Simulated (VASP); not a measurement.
A run of VASP 6.6.1 is set up as follows.

The input INCAR:

```
SYSTEM = C
ALGO = Normal
EDIFF = 1E-6
EDIFFG = -0.001
ENCUT = 600
GGA = PE
IBRION = 2
ISIF = 4
ISMEAR = -1
IVDW = 12
LASPH = .TRUE.
LCHARG = .FALSE.
LREAL = .FALSE.
LWAVE = .FALSE.
NELM = 100
NSW = 80
PREC = Accurate
SIGMA = 0.15
```

KPOINTS

```
k-points
0
G
  18 18 12
  0 0 0
```

Contents of POSCAR:

```
C
1.0
    2.4810744848      0.0000000000      0.0000000000
   -1.2405372424      2.1486735325      0.0000000000
    0.0000000000      0.0000000000      3.5901380357
C
2
Direct
    0.3333333333      0.6666666667      0.0000000000
    0.6666666667      0.3333333333      0.0000000000
```

Potentials or basis: VASP PAW PBE potentials, release 64 (C).

The run is started by

```bash
$ cat potpaw_PBE.64/C/POTCAR > POTCAR
$ mpirun -np 1 vasp_std > vasp.out
```

(1) Predict the dispersion energy per atom.

(2) Predict the band gap on the k mesh.

Answers

(1) -0.142 eV.

(2) zero (bands 4 and 5 overlap by 0.83 eV).
